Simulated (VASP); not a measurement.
Input of a VASP 6.6.1 run:

Contents of INCAR:

```
SYSTEM = BN
PREC = Accurate
ENCUT = 520
EDIFF = 1E-6
ISMEAR = -1
SIGMA = 0.05
LREAL = .FALSE.
LASPH = .TRUE.
NELM = 60
ALGO = Normal
ISIF = 2
LWAVE = .FALSE.
LCHARG = .FALSE.
NBANDS = 16
```

The input KPOINTS:

```
Automatic mesh
0
G
  12 12 4
  0 0 0
```

POSCAR

```
BN
1.0
    2.4982400000      0.0000000000      0.0000000000
   -1.2491200000      2.1635393048      0.0000000000
    0.0000000000      0.0000000000      6.6357000000
N B
2 2
Direct
    0.6666666667      0.3333333333      0.2500000000
    0.3333333333      0.6666666667      0.7500000000
    0.6666666667      0.3333333333      0.7500000000
    0.3333333333      0.6666666667      0.2500000000
```

Potentials or basis: VASP PAW LDA potentials, release 64 (N, B).

The run is started by

```bash
$ cat potpaw_LDA.64/N/POTCAR potpaw_LDA.64/B/POTCAR > POTCAR
$ mpirun -np 1 vasp_std > vasp.out
```

(1) What does it give for the pressure?

(2) What does it give for the band gap on the k mesh?

Results:

(1) -2.5 GPa.

(2) 4.09 eV, indirect (least direct gap 4.51 eV).
